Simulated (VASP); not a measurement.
**Be16H (a cell with a defect): single point with PBEsol**

Be16H (a cell with a defect):

```
Be H
1.0
    -2.29000   -3.96640    0.00000
     3.43500   -1.98320    0.00000
     0.00000    0.00000    7.17686
Be H
16 1
Direct
  0.74041 0.49707 0.99648
  0.50096 0.33401 0.25208
  0.75023 0.49815 0.50010
  0.50100 0.33333 0.74879
  0.50180 0.00001 0.00118
  0.25567 0.83830 0.25416
  0.50026 0.00346 0.50393
  0.25120 0.83395 0.74930
  0.26156 0.48975 0.99571
  0.99994 0.32379 0.25358
  0.25080 0.49795 0.49987
  0.00022 0.33274 0.74657
  0.99768 0.00976 0.99625
  0.74403 0.83891 0.25477
  0.00052 0.99435 0.50208
  0.74918 0.83440 0.74917
  0.00617 0.65899 0.08333
```

```json
{"Program": "VASP 6.6.1", "Task": "single point", "Functional": "PBEsol", "Potentials or basis": "VASP PAW PBE potentials, release 64 (Be, H)", "Cutoff": "520 eV", "k mesh": "5 × 5 × 3", "Occupations": "gaussian, width 0.15 eV", "Spin": "no spin polarisation", "Dipole correction": "no", "Further INCAR settings": "LREAL = Auto; ALGO = Normal; EDIFF = 1e-06; NBANDS = 30"}
```

```
Pressure      : -0.6 GPa
Largest force : 0.783 eV/Å
```

Forces in eV/Å, atoms in the order of the input:
```
Be  -0.032 -0.026 -0.072
Be  -0.006  0.007 -0.048
Be   0.000 -0.002 -0.054
Be  -0.007  0.007 -0.049
Be   0.022  0.004 -0.047
Be   0.004 -0.025 -0.062
Be  -0.008  0.003 -0.019
Be   0.002  0.006 -0.011
Be   0.073  0.019 -0.071
Be  -0.005 -0.003 -0.080
Be   0.002  0.001 -0.055
Be   0.032 -0.023 -0.026
Be  -0.062 -0.005 -0.075
Be   0.011  0.003 -0.063
Be  -0.004  0.004 -0.037
Be  -0.012 -0.009 -0.012
H   -0.011  0.040  0.782
```

Stress tensor (GPa, compression positive):
```
-0.58  1.06  0.14
 1.06  0.42 -0.07
 0.14 -0.07 -1.58
```

Levels at points of the mesh, in eV from the Fermi level:
```
           k point  band 13  band 14  band 15  band 16  band 17  band 18  band 19  band 20
(0.00, 0.00, 0.00)    -4.09    -3.64    -0.38     0.14     0.35     0.63     0.81     1.05
```

Wall time 110 s on 1 thread of Intel(R) Xeon(R) 6975P-C (Granite Rapids) (shared host), peak memory 0.27 GiB.

Caveat: the PAW data sets were made with another functional, which shifts forces and pressure a little.
